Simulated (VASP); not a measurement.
# H12C5S2 in VASP: further runs

H12C5S2 is run at these levels: r2SCAN+D3(BJ); tasks: single point.

All numbers are computed with VASP 6.6.1; they aren't measurements. Logs are shortened: lines on timing, memory, paths and dates and some standing lists are left out, and cuts for length are marked.

### 1 The cell of the first run

The cell holds a disordered packing, 38 atoms: a = 7.688 Å, b = 7.688 Å, c = 7.688 Å, α = 90.00°, β = 90.00°, γ = 90.00°.

### 2 Single point, r2SCAN+D3(BJ)

Input file POSCAR:

```
H12C5S2
1.0
    7.6879890000      0.0000000000      0.0000000000
    0.0000000000      7.6879890000      0.0000000000
    0.0000000000      0.0000000000      7.6879890000
S C H
4 10 24
Direct
    0.6858901513      0.6776915516      0.5205121534
    0.5514278146      0.3122504842      0.6248772128
    0.9857062985      0.2413562206      1.1190023116
    0.8686758538      0.0167130995      0.8033713373
    0.6176728041      0.4956490204      0.5738745201
    0.9265756016      0.1298729777      0.9608045470
    0.1406623002      0.7532439552      0.1085605320
   -0.0232325701      0.7343035257      0.2165013683
    0.5759868848      0.5859675661      0.0110076515
    0.5437883774      0.4476562951      0.1490290163
    0.0949244518      0.4955788059      0.6920067392
    0.0972094412      0.3991053390      0.5198427215
    0.3319678270      0.9512414518      0.7027851015
    0.2983121274      0.9358522657      0.5086134084
    0.2472620515      0.6778523156      0.1630918555
    0.1197656757      0.7077481757     -0.0236918453
    0.1831418166      0.8880695351      0.1020998174
   -0.1283846947      0.8159474007      0.1674749303
   -0.0701119899      0.6005677290      0.2160056815
    0.0002126676      0.7703707593      0.3513057107
    0.4679679260      0.5939238771     -0.0808942503
    0.5923579874      0.7150952492      0.0689938198
    0.6936306714      0.5567850310     -0.0632808334
    0.6574039156      0.4323026935      0.2322023941
    0.4342235832      0.4819985688      0.2331773175
    0.5151419623      0.3205992291      0.0907844367
    0.0787779329      0.6350493035      0.6719550871
   -0.0119486625      0.4512110205      0.7741211023
    0.2156935324      0.4760436283      0.7644655147
    0.1205503319      0.2605691699      0.5379232304
   -0.0272288501      0.4135592125      0.4531981862
    0.1982030257      0.4494200612      0.4336176004
    0.2869809034      1.0756803974      0.7540801116
    0.2642297992      0.8498469586      0.7744342116
    0.4696104908      0.9379429570      0.7331610979
    0.3267316453      0.8052020366      0.4615008985
    0.1628665939      0.9637243046      0.4777464927
    0.3776587207      1.0264804271      0.4331960110
```

Input file INCAR.step1:

```
ALGO     = Normal         # electronic algorithm
EDIFF    = 1E-4           # SCF threshold, eV
ENCUT    = 520            # plane-wave cutoff, eV
GGA      = PE             # functional
ISMEAR   = -1             # smearing method
LASPH    = T              # aspherical terms in the spheres
LCHARG   = F              # write CHGCAR
LREAL    = Auto         
LWAVE    = T              # write WAVECAR
NBANDS   = 69             # bands
NELM     = 80             # most SCF steps
PREC     = Accurate       # precision mode
SIGMA    = 0.02           # smearing width, eV
```

Input file INCAR.step2:

```
ALGO     = Normal         # electronic algorithm
EDIFF    = 1E-7           # SCF threshold, eV
ENCUT    = 520            # plane-wave cutoff, eV
ISIF     = 2              # what is computed and relaxed
ISMEAR   = -1             # smearing method
ISTART   = 1            
IVDW     = 12             # dispersion correction
LASPH    = T              # aspherical terms in the spheres
LCHARG   = F              # write CHGCAR
LMIXTAU  = T            
LREAL    = Auto         
LWAVE    = F              # write WAVECAR
METAGGA  = R2SCAN         # meta-GGA
NBANDS   = 69             # bands
NELM     = 80             # most SCF steps
PREC     = Accurate       # precision mode
SIGMA    = 0.02           # smearing width, eV
VDW_A1   = 0.49484001   
VDW_A2   = 5.73083694   
VDW_S6   = 1.0          
VDW_S8   = 0.78981345
```

Input file KPOINTS:

```
k-points
0
Gamma
  1 1 1
```

Potentials or basis: VASP PAW PBE potentials, release 64 (S, C, H).

Launch:

```
> cat potpaw_PBE.64/S/POTCAR potpaw_PBE.64/C/POTCAR potpaw_PBE.64/H/POTCAR > POTCAR
> cp INCAR.step1 INCAR
> mpirun -np 1 vasp_gam > vasp.out
> cp INCAR.step2 INCAR
> mpirun -np 1 vasp_gam > vasp.out
```

OUTCAR:

```text
EDIFF = 1E-7
   ENCUT = 520
   ISIF = 2
   ISMEAR = -1
   ISTART = 1
   IVDW = 12
   LASPH = T
   LREAL = Auto
   METAGGA = R2SCAN
   NELM = 80
   PREC = Accurate
 IVDW          = 12

 ion  position               nearest neighbor table
   1  0.686  0.678  0.521-   5 1.55
   2  0.551  0.312  0.625-   5 1.55
   3  0.986  0.241  0.119-   6 1.56
   4  0.869  0.017  0.803-   6 1.56
   5  0.618  0.496  0.574-   2 1.55   1 1.55
   6  0.927  0.130  0.961-   4 1.56   3 1.56
   7  0.141  0.753  0.109-  16 1.09  15 1.09  17 1.09   8 1.52
   8  0.977  0.734  0.217-  20 1.09  19 1.09  18 1.09   7 1.52
   9  0.576  0.586  0.011-  21 1.09  23 1.09  22 1.10  10 1.52
  10  0.544  0.448  0.149-  24 1.09  25 1.09  26 1.10   9 1.52
  11  0.095  0.496  0.692-  27 1.09  28 1.09  29 1.09  12 1.52
  12  0.097  0.399  0.520-  30 1.09  31 1.09  32 1.09  11 1.52
  13  0.332  0.951  0.703-  34 1.09  35 1.09  33 1.09  14 1.52
  14  0.298  0.936  0.509-  37 1.09  36 1.09  38 1.09  13 1.52
  15  0.247  0.678  0.163-   7 1.09
  16  0.120  0.708  0.976-   7 1.09
  17  0.183  0.888  0.102-   7 1.09
  18  0.872  0.816  0.167-   8 1.09
  19  0.930  0.601  0.216-   8 1.09
  20  0.000  0.770  0.351-   8 1.09
[... 16 lines left out ...]
  37  0.163  0.964  0.478-  14 1.09
  38  0.378  0.026  0.433-  14 1.09

  LATTYP: Found a simple cubic cell.
 ALAT       =     7.6879890000

  Lattice vectors:

 A1 = (   7.6879890000,   0.0000000000,   0.0000000000)
 A2 = (   0.0000000000,   7.6879890000,   0.0000000000)
 A3 = (   0.0000000000,   0.0000000000,   7.6879890000)

Analysis of symmetry for initial positions (statically):
=====================================================================
 Subroutine PRICEL returns:
 Original cell was already a primitive cell.

 Routine SETGRP: Setting up the symmetry group for a
 simple cubic supercell.

 Subroutine GETGRP returns: Found  1 space group operations
 (whereof  1 operations were pure point group operations)
 out of a pool of 48 trial point group operations.

The static configuration has the point symmetry C_1 .

Analysis of symmetry for dynamics (positions and initial velocities):
=====================================================================
 Subroutine PRICEL returns:
 Original cell was already a primitive cell.

 Routine SETGRP: Setting up the symmetry group for a
 simple cubic supercell.

 Subroutine GETGRP returns: Found  1 space group operations
 (whereof  1 operations were pure point group operations)
 out of a pool of 48 trial point group operations.

The dynamic configuration has the point symmetry C_1 .

 Subroutine INISYM returns: Found  1 space group operations
 (whereof  1 operations are pure point group operations),
 and found     1 'primitive' translations

----------------------------------------------------------------------------------------

                                     Primitive cell

  volume of cell :     454.3999

  direct lattice vectors                    reciprocal lattice vectors
     7.687989000  0.000000000  0.000000000     0.130073027  0.000000000  0.000000000
     0.000000000  7.687989000  0.000000000     0.000000000  0.130073027  0.000000000
     0.000000000  0.000000000  7.687989000     0.000000000  0.000000000  0.130073027

  length of vectors
     7.687989000  7.687989000  7.687989000     0.130073027  0.130073027  0.130073027

  position of ions in fractional coordinates (direct lattice)
     0.685890151  0.677691552  0.520512153
     0.551427815  0.312250484  0.624877213
     0.985706298  0.241356221  0.119002312
     0.868675854  0.016713100  0.803371337
     0.617672804  0.495649020  0.573874520
     0.926575602  0.129872978  0.960804547
[... 30 lines left out ...]
     0.162866594  0.963724305  0.477746493
     0.377658721  0.026480427  0.433196011

  ion indices of the primitive-cell ions
   primitive index   ion index
                 1           1
                 2           2
                 3           3
                 4           4
                 5           5
                 6           6
[... 30 lines left out ...]
                37          37
                38          38

----------------------------------------------------------------------------------------

 KPOINTS: k-points

Automatic generation of k-mesh.
 Grid dimensions read from file:
 generate k-points for:    1    1    1

 Generating k-lattice:

  Cartesian coordinates                     Fractional coordinates (reciprocal lattice)
     0.130073027  0.000000000  0.000000000     1.000000000  0.000000000  0.000000000
     0.000000000  0.130073027  0.000000000     0.000000000  1.000000000  0.000000000
     0.000000000  0.000000000  0.130073027     0.000000000  0.000000000  1.000000000

  Length of vectors
     0.130073027  0.130073027  0.130073027

  Shift w.r.t. Gamma in fractional coordinates (k-lattice)
     0.000000000  0.000000000  0.000000000

 Subroutine IBZKPT returns following result:
[... 14 lines left out ...]
   NGXF,Y,Z  is equivalent  to a cutoff of  25.95, 25.95, 25.95 a.u.
 SYSTEM =  unknown system
   PREC   = accura    normal or accurate (medium, high low for compatibility)
   ISTART =      1    job   : 0-new  1-cont  2-samecut
   ICHARG =      0    charge: 1-file 2-atom 10-const
   ISPIN  =      1    spin polarized calculation?
   LNONCOLLINEAR =      F non collinear calculations
   LSORBIT =      F    spin-orbit coupling
   LASPH  =      T    aspherical Exc in radial PAW
   ENCUT  =  520.0 eV  38.22 Ry    6.18 a.u.  14.29 14.29 14.29*2*pi/ulx,y,z
   NELM   =     80;   NELMIN=  2; NELMDL=  0     # of ELM steps
   EDIFF  = 0.1E-06   stopping-criterion for ELM
   LREAL  =      T    real-space projection
   EDIFFG = 0.1E-05   stopping-criterion for IOM
   NSW    =      0    number of steps for IOM
   IBRION =     -1    ionic relax: 0-MD 1-quasi-New 2-CG
   NFREE  =      0    steps in history (QN), initial steepest desc. (CG)
   ISIF   =      2    stress and relaxation
   ISYM   =      2    0-nonsym 1-usesym 2-fastsym
   POTIM  = 0.5000    time-step for ionic-motion
   TEBEG  =    0.0;   TEEND  =   0.0 temperature during run
   PSTRESS=    0.0 pullay stress
   NELECT =      88.0000    total number of electrons
   NUPDOWN=      -1.0000    fix difference up-down
   EMIN   =  10.00;   EMAX   =-10.00  energy-range for DOS
   EFERMI =   0.00;   METHOD = LEGACY
   ISMEAR =    -1;   SIGMA  =   0.02  broadening in eV -4-tet -1-fermi 0-gaus
   EFERMI_NEDOS =   21; number of points for ismear=-14 and -15
   IALGO  =     38    algorithm
   IMIX   =      4    mixing-type and parameters
     AMIX     =   0.40;   BMIX     =  1.00
     AMIX_MAG =   1.60;   BMIX_MAG =  1.00
  volume/ion in A,a.u.               =      11.96        80.70
  Fermi-wavevector in a.u.,A,eV,Ry     =   0.947159  1.789871 12.205929  0.897110
  Thomas-Fermi vector in A             =   2.075226
   LORBIT       =      0    0 simple, 1 ext, 2 COOP (PROOUT), +10 PAW based schemes
   METAGGA = R2SCAN    functional components
   LHFCALC =     F    Hartree Fock is set to
   AEXX    =    0.0000 exact exchange contribution
   IVDW    =    12    specifies the selected vdW correction
   LEPSILON=     F    determine dielectric tensor
   LRPA    =     F    only Hartree local field effects (RPA)
 non-spin polarized calculation
  energy-cutoff  :      520.00
  volume of cell :      454.40
 maximum number of plane-waves:      6099
 NGX is ok and might be reduce to    60
   NGX = 29   NGY = 29   NGZ = 29

 number of electron      88.0000001 magnetization

 Free energy of the ion-electron system (eV)
  ---------------------------------------------------
  ext. energy  EPLUGINS =         0.00000000
  ---------------------------------------------------
  free energy    TOTEN  =      -219.35762968 eV

  energy without entropy =     -219.35762968  energy(sigma->0) =     -219.35762968

 E-fermi :  -2.1743     XC(G=0):  -7.3091

 val. band max:       -2.7111831268   @ k =   0.0000   0.0000   0.0000
 cond. band min:       1.2046467263   @ k =   0.0000   0.0000   0.0000
 fundamental gap:      3.9158298531
 Fermi energy:        -2.1743090319

 k-point     1 :       0.0000    0.0000    0.0000
  band No.  band energies     occupation
      1     -18.3986      2.00000
      2     -18.3556      2.00000
      3     -16.0031      2.00000
      4     -15.9800      2.00000
      5     -15.7842      2.00000
      6     -15.5875      2.00000
[... 48 lines left out ...]
     55       5.5298      0.00000
     56       5.6816      0.00000
 [bands above 56 left out]

------------------------ aborting loop because EDIFF is reached ----------------------------------------

 Edisp (eV)   -1.10037

 E8    (eV) :    -0.2120

  FORCE on cell =-STRESS in cart. coord.  units (eV):
  Direction    XX          YY          ZZ          XY          YZ          ZX
  --------------------------------------------------------------------------------------
  -------------------------------------------------------------------------------------
  Total       1.61235    -0.56930     0.59782    -0.40207    -0.34593    -0.30915
  in kB       5.68503    -2.00731     2.10785    -1.41765    -1.21973    -1.09004
  external pressure =        1.93 kB  Pullay stress =        0.00 kB

 VOLUME and BASIS-vectors are now :
 -----------------------------------------------------------------------------
  energy-cutoff  :      520.00
  volume of cell :      454.40
      direct lattice vectors                 reciprocal lattice vectors
     7.687989000  0.000000000  0.000000000     0.130073027  0.000000000  0.000000000
     0.000000000  7.687989000  0.000000000     0.000000000  0.130073027  0.000000000
     0.000000000  0.000000000  7.687989000     0.000000000  0.000000000  0.130073027

 POSITION                                       TOTAL-FORCE (eV/Angst)
 -----------------------------------------------------------------------------------
      5.27312      5.21009      4.00169        -0.141936     -0.238521      0.140083
      4.23937      2.40058      4.80405         0.105661      0.272306     -0.064364
      7.57810      1.85554      0.91489        -0.096953     -0.328635     -0.406114
      6.67837      0.12849      6.17631         0.122167      0.258182      0.409534
      4.74866      3.81054      4.41194        -0.002195      0.050405      0.068000
      7.12350      0.99846      7.38665         0.010396     -0.007405     -0.024424
[... 30 lines left out ...]
      1.25212      7.40910      3.67291        -0.098413      0.020756     -0.020959
      2.90344      0.20358      3.33041         0.032626      0.052522     -0.032203
 -----------------------------------------------------------------------------------
    total drift:                                0.001200     -0.003837      0.000270

  FREE ENERGIE OF THE ION-ELECTRON SYSTEM (eV)
  ---------------------------------------------------
  free  energy   TOTEN  =      -220.4580045670 eV

  energy  without entropy=     -220.4580045670  energy(sigma->0) =     -220.45800457
```

It took 5 min on 1 thread of Intel Xeon Platinum 8259CL at 2.50GHz (Skylake/Cascade Lake), shared host; peak memory 0.53 GiB.

What came out:

```
Free energy                : -220.4580 eV
Pressure                   : 0.2 GPa
Largest force              : 0.531 eV/Å
Band gap on the k mesh     : 3.92 eV
Dispersion energy per atom : -0.029 eV
```

Forces on the atoms (eV/Å):
```
S   -0.142 -0.239  0.140
S    0.106  0.272 -0.064
S   -0.097 -0.329 -0.406
S    0.122  0.258  0.410
C   -0.002  0.050  0.068
C    0.010 -0.007 -0.024
C   -0.072 -0.020  0.049
C    0.038 -0.004 -0.045
C    0.023 -0.018  0.069
C   -0.063  0.020 -0.104
C    0.013 -0.015 -0.001
C   -0.036  0.046 -0.027
C   -0.018 -0.007 -0.064
C    0.010 -0.006  0.041
H    0.070 -0.074  0.048
H   -0.016 -0.029 -0.113
H    0.056  0.137 -0.019
H   -0.026  0.036 -0.034
H   -0.030 -0.039  0.001
H    0.021  0.006  0.098
H   -0.031  0.009 -0.016
H   -0.011 -0.082 -0.026
H   -0.005  0.009  0.004
H    0.033 -0.027  0.014
H    0.040 -0.020 -0.037
H    0.026  0.051 -0.005
H   -0.017  0.072 -0.007
H   -0.035  0.016  0.028
H    0.028  0.000  0.002
H    0.024 -0.070  0.020
H   -0.023 -0.004 -0.014
H    0.029 -0.004 -0.021
H   -0.020  0.073  0.027
H   -0.055 -0.058  0.049
H    0.108 -0.014  0.027
H    0.010 -0.065 -0.013
H   -0.098  0.021 -0.021
H    0.033  0.053 -0.032
```

Stress tensor (GPa, compression positive):
```
 0.57 -0.14 -0.11
-0.14 -0.20 -0.12
-0.11 -0.12  0.21
```

Caveat: the k points lie up to 0.82 Å⁻¹ apart; the PAW data sets were made with another functional, which shifts forces and pressure a little.

### 3 Single point, r2SCAN+D3(BJ)

Input file POSCAR:

```
H12C5S2
1.0
    7.6879890000      0.0000000000      0.0000000000
    0.0000000000      7.6879890000      0.0000000000
    0.0000000000      0.0000000000      7.6879890000
S C H
4 10 24
Direct
    0.6855759029      0.6806721498      0.5219960643
    0.5538509485      0.3122923303      0.6275763402
    0.9820383458      0.2427422828      1.1182378123
    0.8717494263      0.0169225008      0.8046447517
    0.6188744547      0.5005600294      0.5775112321
    0.9262630319      0.1260667777      0.9583520476
    0.1341833345      0.7553210599      0.1093523937
   -0.0236862982      0.7286951113      0.2155310056
    0.5751308957      0.5873317457      0.0107830539
    0.5477635309      0.4473081322      0.1498051051
    0.0885277021      0.4886453402      0.6890488527
    0.1059835023      0.3963975495      0.5219830569
    0.3298782035      0.9542287326      0.6912340795
    0.3012361230      0.9376964509      0.5087806447
    0.2398546616      0.6715150087      0.1435355852
    0.1214101633      0.7144781295     -0.0297997305
    0.1889180643      0.8979071120      0.0857571466
   -0.1292275522      0.8079746212      0.1664154306
   -0.0708637851      0.5912599511      0.2065689740
    0.0056061475      0.7612263753      0.3607445328
    0.4791500092      0.6128520735     -0.0833638029
    0.6308671878      0.6981019354      0.0661681488
    0.7031617761      0.5447458367     -0.0380593677
    0.6451752207      0.4152191165      0.2468395831
    0.4348601435      0.4628388516      0.2271985561
    0.4908305670      0.3210722596      0.0751301803
    0.0670656527      0.6331954949      0.7051518934
   -0.0308663293      0.4664288672      0.7752872695
    0.1913894518      0.4497404978      0.7786691682
    0.0921697469      0.2608744627      0.5188352897
   -0.0245447802      0.3999225285      0.4510932573
    0.1968004897      0.4519127174      0.4291499376
    0.2586632213      1.0607325271      0.7615775725
    0.2561918338      0.8568820793      0.7832347315
    0.4719699781      0.9612656834      0.7426259325
    0.3145165790      0.8138669293      0.4508981477
    0.1502603607      0.9805945352      0.4820766523
    0.3827528890      1.0285914821      0.4368372535
```

INCAR.step1: that of step 2 with these lines changed.

```diff
@@ -5,6 +5,6 @@
 ISMEAR   = -1             # smearing method
-LASPH    = T              # aspherical terms in the spheres
-LCHARG   = F              # write CHGCAR
+LASPH    = True           # aspherical terms in the spheres
+LCHARG   = False          # write CHGCAR
 LREAL    = Auto         
-LWAVE    = T              # write WAVECAR
+LWAVE    = True           # write WAVECAR
 NBANDS   = 69             # bands
```

INCAR.step2: that of step 2 with these lines changed.

```diff
@@ -7,7 +7,7 @@
 IVDW     = 12             # dispersion correction
-LASPH    = T              # aspherical terms in the spheres
-LCHARG   = F              # write CHGCAR
-LMIXTAU  = T            
+LASPH    = True           # aspherical terms in the spheres
+LCHARG   = False          # write CHGCAR
+LMIXTAU  = True         
 LREAL    = Auto         
-LWAVE    = F              # write WAVECAR
+LWAVE    = False          # write WAVECAR
 METAGGA  = R2SCAN         # meta-GGA
```

KPOINTS is that of step 2.

Potentials or basis: VASP PAW PBE potentials, release 64 (S, C, H).

Launch:

```
> cat potpaw_PBE.64/S/POTCAR potpaw_PBE.64/C/POTCAR potpaw_PBE.64/H/POTCAR > POTCAR
> cp INCAR.step1 INCAR
> mpirun -np 1 vasp_gam > vasp.out
> cp INCAR.step2 INCAR
> mpirun -np 1 vasp_gam > vasp.out
```

Wall time 5 min (1 thread of Intel Xeon Platinum 8259CL at 2.50GHz (Skylake/Cascade Lake), shared host); peak memory 0.54 GiB.

It converged, with:

```yaml
Free_energy: -217.3057 eV
Pressure: -0.6 GPa
Largest_force: 6.312 eV/Å
Band_gap_on_the_k_mesh: 3.90 eV
Dispersion_energy_per_atom: -0.029 eV
```

Forces on the atoms (eV/Å):
```
S    0.005  0.259  0.013
S    0.455  1.450 -0.313
S   -0.293 -0.919 -1.123
S   -0.549 -1.112 -1.464
C   -0.547 -1.648  0.445
C    0.862  1.963  2.570
C    1.634  1.637 -2.840
C   -0.171 -0.204  1.822
C    3.157 -2.059  1.669
C   -2.656 -2.325 -2.036
C   -1.359  0.995  3.424
C   -3.323  1.472 -2.187
C    0.140 -0.489  6.291
C   -3.474  1.986 -2.223
H    0.765 -0.149  0.782
H   -0.634  0.112  0.621
H   -0.964 -1.999  1.083
H   -0.292  0.339  0.244
H    0.400  0.745  0.235
H   -0.625 -0.462 -1.896
H   -0.878 -0.067 -0.744
H   -0.396  2.148  1.027
H   -0.534 -0.245 -1.348
H    0.668  0.081 -0.719
H   -1.136  0.937  0.881
H    1.693  1.506  1.146
H    1.086 -0.711 -1.377
H    0.653 -1.020 -1.247
H    0.403  0.332  0.094
H    1.429 -1.854  0.891
H    0.717  1.120  0.227
H    0.385 -0.291  0.156
H    0.803  0.434 -1.181
H    1.419  0.213 -1.697
H   -1.717 -0.318 -0.818
H    0.267 -1.245 -0.231
H    2.693 -0.764  0.127
H   -0.086  0.150 -0.304
```

Stress tensor (GPa, compression positive):
```
-1.42 -0.93 -0.01
-0.93 -0.67  0.30
-0.01  0.30  0.36
```

Levels at points of the mesh, in eV from the valence-band top:
```tsv
k point	band 42	band 43	band 44	band 45	band 46	band 47
(0.00, 0.00, 0.00)	-0.28	-0.17	0.00	3.90	3.93	4.10
```

Caveat: the k points lie up to 0.82 Å⁻¹ apart; the PAW data sets were made with another functional, which shifts forces and pressure a little.
